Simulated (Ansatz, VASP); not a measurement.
**Al: VASP beside Ansatz**

```
Al
1.0
     1.42506   -2.46929    0.00000
     1.42506    2.46929    0.00000
     0.00000    0.00000    4.72972
Al
2
Direct
  0.33329 0.66671 0.75000
  0.66671 0.33329 0.25000
```

Change from the starting cell: the structure that the rattled cell fell into.

Alike in both runs: functional PBE; k mesh 22 × 22 × 12; occupations gaussian, width 0.1 eV; no spin polarisation.

Ansatz relaxed the structure, and its values are those at the end. VASP's run is a single point on that final structure, the one shown.

|  | VASP | Ansatz |
| --- | --- | --- |
| version | VASP 6.6.1 | Ansatz 0.2.0 |
| potentials or method | VASP PAW PBE potentials, release 64 (Al), cutoff 520 eV | scalar-relativistic, plane waves, PAW |
| valence electrons in the cell | 6 | 6 |

```csv
,VASP,Ansatz,Ansatz less VASP
gap on the k mesh at the Fermi level (eV),none,none,-
pressure (GPa),0.0,0.0,+0.03
```

A gap of «none» marks a metal or a gap that the smearing closes. The functional is the same, so the differences come from potentials, cutoffs and numerics.
